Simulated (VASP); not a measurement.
Crystal: AlIn7N8.

```xyz
16
Lattice="0.0000 0.0000 -5.6069 -6.9592 0.0000 0.0000 3.4796 6.0268 0.0000" Properties=species:S:1:pos:R:3 pbc="T T T"
Al   -3.4796    2.0089    0.0000
In    0.0000    2.0089    0.0000
In   -1.7398    5.0224    0.0000
In    1.7398    5.0224    0.0000
In   -1.7398    1.0045   -2.8035
In   -5.2194    1.0045   -2.8035
In    0.0000    4.0179   -2.8035
In   -3.4796    4.0179   -2.8035
N    -3.4796    2.0089   -3.5043
N     0.0000    2.0089   -3.5043
N    -1.7398    5.0224   -3.5043
N     1.7398    5.0224   -3.5043
N    -1.7398    1.0045   -0.7009
N    -5.2194    1.0045   -0.7009
N     0.0000    4.0179   -0.7009
N    -3.4796    4.0179   -0.7009
```

| Quantity | Value |
| --- | --- |
| Program | VASP 6.6.1 |
| Task | relaxation of cell and atoms |
| Functional | PBEsol |
| Potentials or basis | VASP PAW PBE potentials, release 64 (Al, In_d, N) |
| Cutoff | 600 eV |
| k mesh | 4 × 3 × 3 |
| Occupations | gaussian, width 0.1 eV |
| Spin | no spin polarisation |

At the start: pressure 2.5 GPa; volume 14.70 Å³/atom.

Q: Where does the relaxation end?

A: Over 10 steps the energy falls by 68.1 meV/atom and the volume is 14.76 Å³/atom (+0.4 %); space group P3m1 (No. 156, to 0.1 Å) before and after.

The path:
| step | energy change (eV) | largest force (eV/Å) | pressure (GPa) | volume (Å³) |
| --- | --- | --- | --- | --- |
| 1 | 0.0000 | 2.4633 | 2.53 | 235.16 |
| 2 | -0.7946 | 1.1230 | -3.30 | 243.14 |
| 3 | -0.8170 | 0.8561 | -4.17 | 244.67 |
| 4 | -1.0126 | 0.7143 | 1.59 | 233.81 |
| 5 | -1.0496 | 0.5014 | -0.15 | 236.74 |
| 6 | -1.0837 | 0.1769 | 0.06 | 236.14 |
| 7 | -1.0838 | 0.1671 | 0.05 | 236.18 |
| 8 | -1.0885 | 0.1023 | -0.04 | 236.25 |
| 9 | -1.0885 | 0.1076 | -0.05 | 236.26 |
| 10 | -1.0897 | 0.0280 | 0.01 | 236.13 |

Final structure:
```
Al In N
1.0
     0.00000    0.00000   -5.62041
    -6.96508    0.00000    0.00000
     3.48254    6.03194    0.00000
Al In N
1 7 8
Direct
  0.00035 0.66667 0.33333
  0.00318 0.16560 0.33119
  0.00318 0.66880 0.83440
  0.00318 0.16560 0.83440
  0.50112 0.34201 0.17101
  0.50112 0.82899 0.17101
  0.50334 0.33333 0.66667
  0.50112 0.82899 0.65799
  0.66134 0.66667 0.33333
  0.61978 0.16501 0.33003
  0.61978 0.66997 0.83499
  0.61978 0.16501 0.83499
  0.11368 0.36257 0.18128
  0.11368 0.81872 0.18128
  0.12168 0.33333 0.66667
  0.11368 0.81872 0.63743
```

Caveat: the PAW data sets were made with another functional, which shifts forces and pressure a little; the relaxation stopped at a loose force limit of 0.05 eV/Å, so its end isn't a converged minimum.
